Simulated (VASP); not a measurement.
# In (P6_3/mmc) in VASP: notebook, part 2 of 2

VASP 6.6.1.

**4. Elastic constants, PBE**

The input, INCAR:

```
SYSTEM = In
PREC = Accurate
ENCUT = 600
EDIFF = 1E-8
ISMEAR = -1
SIGMA = 0.05
LREAL = .FALSE.
LASPH = .TRUE.
NELM = 100
ALGO = Fast
ISIF = 3
LWAVE = .FALSE.
LCHARG = .FALSE.
GGA = PE
IBRION = 6
NFREE = 2
POTIM = 0.015
NSW = 1
```

The input, KPOINTS:

```
regular mesh
0
G
  7 7 4
  0 0 0
```

The input, POSCAR:

```
In
1.0
    3.3354847820      0.0000000000      0.0000000000
   -1.6677423910      2.8886145552      0.0000000000
    0.0000000000      0.0000000000      5.5091429200
In
2
Direct
    0.6666666667      0.3333333333      0.7500000000
    0.3333333333      0.6666666667      0.2500000000
```

Potentials or basis: VASP PAW PBE potentials, release 64 (In_d).

Launch:

```bash
$ cat potpaw_PBE.64/In_d/POTCAR > POTCAR
$ mpirun -np 1 vasp_std > vasp.out
```

OUTCAR:

```text
SYSTEM = In
   PREC = Accurate
   ENCUT = 600
   EDIFF = 1E-8
   ISMEAR = -1
   LREAL = .FALSE.
   LASPH = .TRUE.
   NELM = 100
   ISIF = 3
   GGA = PE
   IBRION = 6
   NFREE = 2
   POTIM = 0.015
   NSW = 1

 ion  position               nearest neighbor table
   1  0.667  0.333  0.750-   2 3.36   2 3.36   2 3.36   2 3.36   2 3.36   2 3.36
   2  0.333  0.667  0.250-   1 3.36   1 3.36   1 3.36   1 3.36   1 3.36   1 3.36

  LATTYP: Found a hexagonal cell.
 ALAT       =     3.3354847820
 C/A-ratio  =     1.6516768266

  Lattice vectors:

 A1 = (   3.3354847820,   0.0000000000,   0.0000000000)
 A2 = (  -1.6677423910,   2.8886145552,   0.0000000000)
 A3 = (   0.0000000000,   0.0000000000,   5.5091429200)

Analysis of symmetry for initial positions (statically):
=====================================================================
 Subroutine PRICEL returns:
 Original cell was already a primitive cell.

 Routine SETGRP: Setting up the symmetry group for a
 hexagonal supercell.

 Subroutine GETGRP returns: Found 24 space group operations
 (whereof 12 operations were pure point group operations)
 out of a pool of 24 trial point group operations.

The static configuration has the point symmetry D_3d.
 The point group associated with its full space group is D_6h.

Analysis of symmetry for dynamics (positions and initial velocities):
[... 872 lines left out ...]
  energy  without entropy=       -5.0877898135  energy(sigma->0) =       -5.09102116

 INTERNAL STRAIN TENSORS FROM STRAINED CELLS
 ============================================

 INTERNAL STRAIN TENSOR FOR ION    1 for displacements in x,y,z  (eV/Angst):
          X           Y           Z          XY          YZ          ZX
  --------------------------------------------------------------------------------
  x     0.00000     0.00000    -0.00000     0.46838     0.00000    -0.00000
  y     0.43928    -0.46202     0.00000    -0.00001    -0.00001    -0.00005
  z     0.00000     0.00000     0.00000    -0.00000    -0.07889    -0.00000

 INTERNAL STRAIN TENSORS FROM DISPLACED ATOMS
 ============================================

 INTERNAL STRAIN TENSOR FOR ION    1 for displacements in x,y,z  (eV/Angst):
          X           Y           Z          XY          YZ          ZX
  --------------------------------------------------------------------------------
  x     0.00000     0.00000     0.00000     0.47813     0.00000     0.00000
  y     0.47813    -0.47813     0.00000     0.00000     0.00000     0.00000
  z     0.00000     0.00000     0.00000     0.00000     0.00000     0.00000

 INTERNAL STRAIN TENSOR FOR ION    2 for displacements in x,y,z  (eV/Angst):
          X           Y           Z          XY          YZ          ZX
  --------------------------------------------------------------------------------
  x     0.00000     0.00000     0.00000    -0.47813     0.00000     0.00000
  y    -0.47813     0.47813     0.00000     0.00000     0.00000     0.00000
  z    -0.00000    -0.00000     0.00000     0.00000     0.00000     0.00000

 Eigenvectors and eigenvalues of the dynamical matrix
 ----------------------------------------------------

   1 f  =    3.507820 THz    22.040281 2PiTHz  117.008267 cm-1    14.507170 meV
             X         Y         Z           dx          dy          dz
      1.667742  0.962872  4.131857     0.000000    0.000000    0.707107
     -0.000000  1.925743  1.377286    -0.000000    0.000000   -0.707107
[... 11 lines left out ...]
   4 f  =    0.000000 THz     0.000000 2PiTHz    0.000000 cm-1     0.000000 meV
             X         Y         Z           dx          dy          dz
      1.667742  0.962872  4.131857     0.000000    0.000000    0.707107
     -0.000000  1.925743  1.377286    -0.000000    0.000000    0.707107

   5 f/i=    0.000000 THz     0.000000 2PiTHz    0.000000 cm-1     0.000000 meV
             X         Y         Z           dx          dy          dz
      1.667742  0.962872  4.131857    -0.707107    0.000000    0.000000
     -0.000000  1.925743  1.377286    -0.707107   -0.000000    0.000000

   6 f/i=    0.000000 THz     0.000000 2PiTHz    0.000000 cm-1     0.000000 meV
             X         Y         Z           dx          dy          dz
      1.667742  0.962872  4.131857    -0.000000   -0.707107    0.000000
     -0.000000  1.925743  1.377286    -0.000000   -0.707107    0.000000

--------------------------------------------------------------------------------------------------------

 ELASTIC MODULI CONTR FROM IONIC RELAXATION (kBar)
 Direction    XX          YY          ZZ          XY          YZ          ZX
 --------------------------------------------------------------------------------
 XX         -24.9193     24.9193      0.0000      0.0000      0.0000      0.0000
 YY          24.9193    -24.9193      0.0000     -0.0000      0.0000      0.0000
 ZZ           0.0000      0.0000      0.0000      0.0000      0.0000      0.0000
 XY           0.0000     -0.0000      0.0000    -24.9193      0.0000      0.0000
 YZ           0.0000      0.0000      0.0000      0.0000      0.0000      0.0000
 ZX           0.0000      0.0000      0.0000      0.0000      0.0000      0.0000
 --------------------------------------------------------------------------------

 TOTAL ELASTIC MODULI (kBar)
 Direction    XX          YY          ZZ          XY          YZ          ZX
 --------------------------------------------------------------------------------
 XX         824.0543    469.9877    -43.0777      0.0000      0.0000     -0.0000
 YY         469.9877    824.0543    -43.0777     -0.0000      0.0000      0.0000
 ZZ         -43.0777    -43.0777   1147.9086      0.0000     -0.0000      0.0000
 XY           0.0000     -0.0000      0.0000    177.0333      0.0000     -0.0000
 YZ          -0.0000      0.0000     -0.0000      0.0000    -28.1909      0.0000
 ZX          -0.0000      0.0000      0.0000     -0.0000      0.0000    -28.1909
 --------------------------------------------------------------------------------
```

OSZICAR:

```text
N       E                     dE             d eps       ncg     rms          rms(c)
DAV:   1     0.201079655954E+03    0.20108E+03   -0.14914E+04   816   0.235E+03
DAV:   2     0.700128020270E+01   -0.19408E+03   -0.19234E+03   816   0.405E+02
DAV:   3    -0.484762534901E+01   -0.11849E+02   -0.11724E+02  1022   0.121E+02
[... 315 lines left out ...]
RMM:   9    -0.509425212814E+01   -0.16752E-06   -0.15964E-06  1374   0.109E-02    0.662E-02
RMM:  10    -0.509425209588E+01    0.32261E-07   -0.51996E-07  1047   0.840E-03    0.478E-02
RMM:  11    -0.509425238772E+01   -0.29184E-06   -0.16132E-06  1200   0.135E-02    0.139E-02
RMM:  12    -0.509425250089E+01   -0.11317E-06   -0.38467E-07  1086   0.519E-03    0.645E-03
RMM:  13    -0.509425250970E+01   -0.88166E-08   -0.62285E-08   823   0.288E-03
  17 F= -.50942525E+01 E0= -.50910212E+01  d E =-.646270E-02
```

It took 18 min on 1 thread of AMD EPYC 7R43 (Zen 3), shared host; peak memory 0.25 GiB.

Results:

| Property | Result |
| --- | --- |
| Voigt bulk modulus | 40 GPa |
| Highest phonon frequency at Γ | 117 cm⁻¹ |

Phonon frequencies in cm⁻¹ (negative: imaginary):
```
              q point      frequencies
(0.000, 0.000, 0.000)  0 0 0 36 36 117
```

Elastic tensor in Voigt notation (GPa, in the Cartesian axes of the cell as first typed):
```
 82  47  -4   0   0   0
 47  82  -4   0   0   0
 -4  -4 115   0   0   0
  0   0   0  -3   0   0
  0   0   0   0  -3   0
  0   0   0   0   0  18
```

Clamped-ion elastic tensor (GPa):
```
 85  45  -4   0   0   0
 45  85  -4   0   0   0
 -4  -4 115   0   0   0
  0   0   0  -3   0   0
  0   0   0   0  -3   0
  0   0   0   0   0  20
```

Caveat: the cell is under stress, which shifts elastic constants; the elastic tensor has a negative eigenvalue, so either the cell is unstable as it stands or the mesh is too thin; spin-orbit coupling is left out, which moves the levels of the heavy elements.
